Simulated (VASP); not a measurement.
Here is a VASP 6.6.1 calculation.

File INCAR:

```
SYSTEM = Ag
ALGO = Normal
EDIFF = 1E-7
ENCUT = 520
GGA = PS
ISIF = 2
ISMEAR = 0
LASPH = .TRUE.
LCHARG = .TRUE.
LELF = .TRUE.
LREAL = .FALSE.
LVHAR = .TRUE.
LWAVE = .FALSE.
NBANDS = 12
NELM = 60
PREC = Accurate
SIGMA = 0.15
```

File KPOINTS:

```
k-points
0
G
  20 20 20
  0 0 0
```

Contents of POSCAR:

```
Ag
1.0
    0.0000000000      2.1043930000      2.0124535000
    2.1043930000      0.0000000000      2.0124535000
    2.1043930000      2.1043930000      0.0000000000
Ag
1
Direct
    0.0000000000      0.0000000000      0.0000000000
```

Potentials or basis: VASP PAW PBE potentials, release 64 (Ag).

Command:

```sh
$ cat potpaw_PBE.64/Ag/POTCAR > POTCAR
$ mpirun -np 1 vasp_std > vasp.out
```

Question: Predict the pressure.

Answer: -6.7 GPa.

Stress tensor (GPa, compression positive):
```
-7.18  0.00  0.00
 0.00 -7.18  0.00
 0.00  0.00 -5.84
```

Caveat: the cell differs from its parent crystal (strain +0.030 along x and y, -0.015 along z); the PAW data sets were made with another functional, which shifts forces and pressure a little.
